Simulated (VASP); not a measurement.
Here is a VASP 6.6.1 calculation.

The input INCAR:

```
SYSTEM = H3C8
ALGO     = Normal         ! electronic algorithm
EDIFF    = 1E-6           ! SCF threshold, eV
ENCUT    = 520            ! plane-wave cutoff, eV
GGA      = PE             ! functional
ISIF     = 2              ! what is computed and relaxed
ISMEAR   = -1             ! smearing method
LASPH    = .True.         ! aspherical terms in the spheres
LCHARG   = .True.         ! write CHGCAR
LELF     = .True.         ! ELF
LREAL    = Auto         
LVHAR    = .True.       
LWAVE    = .False.        ! write WAVECAR
NBANDS   = 52             ! bands
NELM     = 100            ! most SCF steps
PREC     = Accurate       ! precision mode
SIGMA    = 0.05           ! smearing width, eV
```

Contents of KPOINTS:

```
k-points
0
Gamma
  2 2 1
  0 0 0
```

Contents of POSCAR:

```
H3C8
1.0
    5.0487420000      0.0000000000      0.0000000000
    2.5243710000      4.3723390000      0.0000000000
    0.0000000000      0.0000000000     16.7764260000
H C
6 16
Direct
    0.1666666500      0.1666667000      0.0596075000
    0.6666666500      0.1666667000      0.0596075000
    0.1666666500      0.6666667000      0.0596075000
    0.6666666500      0.6666667000      0.0596075000
    0.0040465648      0.4919068703      0.3455322673
    0.5040465648      0.4919068703      0.3455322673
    0.1666666500      0.1666667000      0.1251757000
    0.6666666500      0.1666667000      0.1251757000
    0.1666666500      0.6666667000      0.1251757000
    0.6666666500      0.6666667000      0.1251757000
   -0.1666666500      0.3333333000      0.1558905000
    0.3333333500      0.3333333000      0.1558905000
   -0.1666666500      0.8333333000      0.1558905000
    0.3333333500      0.8333333000      0.1558905000
   -0.1643374591      0.3286749183      0.2502479371
    0.3356625409      0.3286749183      0.2502479371
   -0.1661612979      0.8323225958      0.2528228361
    0.3338387021      0.8323225958      0.2528228361
    0.0014028537     -0.0028057075      0.2708384814
    0.5014028537     -0.0028057075      0.2708384814
    0.0027789381      0.4944421238      0.2799457054
    0.5027789381      0.4944421238      0.2799457054
```

Potentials or basis: VASP PAW PBE potentials, release 64 (H, C).

Run with:

```console
$ cat potpaw_PBE.64/H/POTCAR potpaw_PBE.64/C/POTCAR > POTCAR
$ mpirun -np 1 vasp_std > vasp.out
```

Problem. What does it give for the band gap on the k mesh?

Solution. Zero (band 35 reaches 0.37 eV, above the bottom of band 36 at 0.20 eV).

Problem. Predict the largest force.

Solution. 1.625 eV/Å.

Forces on the atoms (eV/Å):
```
H    0.000 -0.024 -0.194
H    0.000 -0.024 -0.194
H    0.000  0.009 -0.345
H    0.000  0.009 -0.345
H    0.000 -0.010  0.048
H    0.000 -0.010  0.048
C    0.000 -0.002  1.625
C    0.000 -0.002  1.625
C    0.000 -0.041  1.470
C    0.000 -0.041  1.470
C    0.000  0.174 -1.059
C    0.000  0.174 -1.059
C    0.000 -0.109 -1.523
C    0.000 -0.109 -1.523
C    0.000 -0.003 -0.080
C    0.000 -0.003 -0.080
C    0.000  0.026  0.057
C    0.000  0.026  0.057
C    0.000 -0.021  0.019
C    0.000 -0.021  0.019
C    0.000  0.002 -0.016
C    0.000  0.002 -0.016
```

Caveat: the k points lie up to 0.72 Å⁻¹ apart.
